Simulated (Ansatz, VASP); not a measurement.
**Two plane-wave programs on TaAl2ZnN4**

```
Ta Al Zn N
1.0
     3.74420    0.00000    0.00000
     0.00000    3.74420    0.00000
     0.00000    0.00000    6.06139
Ta Al Zn N
1 2 1 4
Direct
  0.50000 0.50000 0.00000
  0.00000 0.00000 0.73224
  0.00000 0.00000 0.26776
  0.50000 0.50000 0.50000
  0.50000 0.00000 0.78461
  0.00000 0.50000 0.78461
  0.50000 0.00000 0.21539
  0.00000 0.50000 0.21539
```

Alike in both runs: task relaxation of cell and atoms; functional PBE; k mesh 10 × 10 × 6; occupations gaussian, width 0.1 eV; no spin polarisation.

```csv
,VASP,Ansatz
version,VASP 6.6.1,Ansatz 0.2.0
potentials or method,"VASP PAW PBE potentials, release 64 (Ta_pv, Al, Zn, N), cutoff 600 eV","scalar-relativistic, plane waves, PAW"
valence electrons in the cell,49,51
```

|  | VASP | Ansatz | Ansatz less VASP |
| --- | --- | --- | --- |
| gap on the k mesh at the Fermi level, each at its own relaxed structure (eV) | none | none | - |
| relaxed volume (Å³/atom) | 10.63 | 10.64 | +0.002 |
| relaxed cell length with the largest relative difference (Å) | 6.065 | 6.066 | +0.0005 |

A gap of «none» marks a metal or a gap that the smearing closes. VASP's potentials hold 49 valence electrons a cell and Ansatz's 51, so a difference there can come from the potentials and not from the codes.

Neither program's run includes spin-orbit coupling.
